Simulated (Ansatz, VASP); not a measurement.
## GaN in VASP and in Ansatz

Contents of INCAR:

```
SYSTEM = GaN
ALGO     = Normal         ! electronic algorithm
EDIFF    = 1E-6           ! SCF threshold, eV
EDIFFG   = -0.04          ! ionic threshold
ENCUT    = 600            ! plane-wave cutoff, eV
GGA      = PE             ! functional
IBRION   = 2              ! ionic algorithm
ISIF     = 3              ! what is computed and relaxed
ISMEAR   = 0              ! smearing method
LASPH    = .True.         ! aspherical terms in the spheres
LCHARG   = .False.        ! write CHGCAR
LREAL    = .False.        ! projectors in reciprocal space
LWAVE    = .False.        ! write WAVECAR
NELM     = 100            ! most SCF steps
NSW      = 90             ! ionic steps
PREC     = Accurate       ! precision mode
SIGMA    = 0.1            ! smearing width, eV
```

Contents of KPOINTS:

```
k-points
0
Gamma
  6 6 6
  0 0 0
```

The input POSCAR:

```
GaN
1.0
    3.0027301774      0.0000000000      0.0000000000
   -1.5013650887      2.6004406144      0.0000000000
    0.0000000000      0.0000000000      2.6745605730
Ga N
1 1
Direct
    0.0000000000      0.0000000000      0.5000000000
    0.6666666667      0.3333333333      0.0000000000
```

Input for Ansatz:

```yaml
crystal:
  lattice:
    - [3.0027301774, 0.0, 0.0]
    - [-1.5013650887, 2.6004406144, 0.0]
    - [0.0, 0.0, 2.674560573]
  atoms:
    - { symbol: Ga, position: [0.0, 0.0, 0.5] }
    - { symbol: "N", position: [0.6666666667, 0.3333333333, 0.0] }
basis:
  ecutwfc: 420
kpoints:
  mp_grid: { grid: [6, 6, 6] }
hamiltonian:
  xc: pbe
scf:
  occupations: { method: gaussian, width: 0.1 }
  lower_state_search: "off"
output:
  forces: true
  stress: true
  eigenvalues: true
relax:
  adjacent_minimum: "off"
  f_tol: 0.04
  max_steps: 70
  cell: { stress_tol: 0.4 }
```

Change from the starting cell: species swapped into the AgPd type (P-6m2, No. 187).

Alike in both runs: task relaxation of cell and atoms; functional PBE; k mesh 6 × 6 × 6; occupations gaussian, width 0.1 eV; no spin polarisation.

|  | VASP | Ansatz |
| --- | --- | --- |
| version | VASP 6.6.1 | Ansatz 0.2.0 |
| potentials or method | VASP PAW PBE potentials, release 64 (Ga_d, N), cutoff 600 eV | scalar-relativistic, plane waves, PAW |
| valence electrons in the cell | 18 | 18 |

Ansatz gave:

| Quantity | Value |
| --- | --- |
| gap on the k mesh at the Fermi level, each at its own relaxed structure (eV) | none |
| relaxed volume (Å³/atom) | 10.41 |
| relaxed length of the cell vector where the two differ most in proportion (Å) | 2.997 |

Problem. Estimate VASP's values.

Solution. gap on the k mesh at the Fermi level, each at its own relaxed structure (eV): none; relaxed volume (Å³/atom): 10.44; relaxed length of the cell vector where the two differ most in proportion (Å): 2.999.

A gap of «none» marks a metal or a gap that the smearing closes.

The k mesh is coarse, so the values compare programs but aren't converged.
